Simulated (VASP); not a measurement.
Crystal: BaF2.

```
CELL_PARAMETERS angstrom
0.00000 3.09716 3.09716
3.09716 0.00000 3.09716
3.09716 3.09716 0.00000
ATOMIC_POSITIONS crystal
Ba 0.00000 0.00000 0.00000
F 0.75000 0.75000 0.75000
F 0.25000 0.25000 0.25000
```

Base run:

* Program: VASP 6.6.1
* Functional: r2SCAN
* Potentials or basis: VASP PAW PBE potentials, release 64 (Ba_sv, F)
* Cutoff: 660 eV
* k mesh: 8 × 8 × 8
* Occupations: gaussian, width 0.01 eV
* Spin: no spin polarisation

Its results: band gap on the k mesh 7.34 eV (least direct gap 7.43 eV); pressure 0.9 GPa.

**Question.** After a change of settings the same cell gave: band gap on the k mesh 8.72 eV (least direct gap 8.79 eV); pressure 1.4 GPa. Which change was it?
A. functional from r2SCAN to HSE06; cutoff from 660 eV to 520 eV; k mesh from 8 × 8 × 8 to 6 × 6 × 6
B. functional from r2SCAN to PBE; cutoff from 660 eV to 600 eV; k mesh from 8 × 8 × 8 to 4 × 4 × 4
C. functional from r2SCAN to PBE; cutoff from 660 eV to 600 eV; occupations from gaussian, width 0.01 eV to fermi-dirac, width 0.02 eV

**Answer.** A.

Caveats: the PAW data sets were made with another functional, which shifts forces and pressure a little; spin-orbit coupling is left out, which moves the levels of the heavy elements.
